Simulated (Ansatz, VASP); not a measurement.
ZnSe in VASP and in Ansatz

```
Se Zn
1.0
     0.00000    2.83380    2.83380
     2.83380    0.00000    2.83380
     2.83380    2.83380    0.00000
Se Zn
1 1
Direct
  0.75000 0.75000 0.75000
  0.00000 0.00000 0.00000
```

Alike in both runs: task relaxation of cell and atoms; functional revPBE; dispersion D4; k mesh 8 × 8 × 8; occupations fermi-dirac, width 0.05 eV; no spin polarisation.

|  | VASP | Ansatz |
| --- | --- | --- |
| version | VASP 6.6.1 | Ansatz 0.2.0 |
| potentials or method | VASP PAW PBE potentials, release 64 (Se, Zn), cutoff 600 eV | all-electron LAPW, scalar-relativistic |

```tsv
	VASP	Ansatz	Ansatz less VASP
relaxed volume (Å³/atom)	22.55	22.47	-0.075
relaxed cell length with the largest relative difference (Å)	3.995	3.991	-0.0044
```

VASP's potentials were made for PBE, not for revPBE. Ansatz ran all-electron here, and VASP with PAW potentials.
